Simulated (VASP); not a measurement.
TiAl3: single point with r2SCAN

The system is TiAl3.

```
Ti Al
1.0
     2.83968    0.00000    0.00000
     0.00000    4.68126    0.00000
     0.00000    0.00000    4.90074
Ti Al
1 3
Cartesian
  0.0000 2.3406 0.8131
  1.4198 2.3406 3.2701
  1.4198 0.0000 1.6217
  0.0000 0.0000 4.0965
```

| Property | Result |
| --- | --- |
| Program | VASP 6.6.1 |
| Task | single point |
| Functional | r2SCAN |
| Potentials or basis | VASP PAW PBE potentials, release 64 (Ti_sv, Al) |
| Cutoff | 520 eV |
| k mesh | 14 × 10 × 10 |
| Occupations | methfessel-paxton, width 0.2 eV |
| Spin | no spin polarisation |

The pressure is -2.3 GPa. The largest force is 0.050 eV/Å.

Forces in eV/Å, atoms in the order of the input:
```
Ti   0.000  0.000 -0.012
Al   0.000  0.000 -0.021
Al   0.000  0.000  0.050
Al   0.000  0.000 -0.017
```

Stress tensor (GPa, compression positive):
```
-3.74  0.00  0.00
 0.00 -1.72  0.00
 0.00  0.00 -1.35
```

Levels at points of the mesh, in eV from the Fermi level:
```tsv
k point	band 9	band 10	band 11	band 12	band 13	band 14
(0.00, 0.00, 0.00)	-2.77	-0.81	-0.40	2.58	2.64	2.86
(0.50, 0.00, 0.00)	-1.84	0.42	0.65	0.72	1.38	1.64
(0.00, 0.50, 0.00)	-2.20	-1.65	-0.14	2.47	2.60	2.89
(0.50, 0.50, 0.00)	-1.73	-0.49	-0.26	0.87	1.16	1.40
(0.00, 0.00, 0.50)	-2.18	-1.27	-0.30	2.44	2.47	2.65
(0.50, 0.00, 0.50)	-1.36	-0.20	-0.05	0.63	1.21	2.14
(0.00, 0.50, 0.50)	-0.18	0.01	0.86	2.50	2.50	3.91
(0.50, 0.50, 0.50)	-3.06	-2.92	-1.00	-0.20	1.13	2.27
```

Run time: 33 min on 1 thread of AMD EPYC 7R13, on a shared host, peak memory 0.39 GiB.

Caveat: the PAW data sets were made with another functional, which shifts forces and pressure a little.
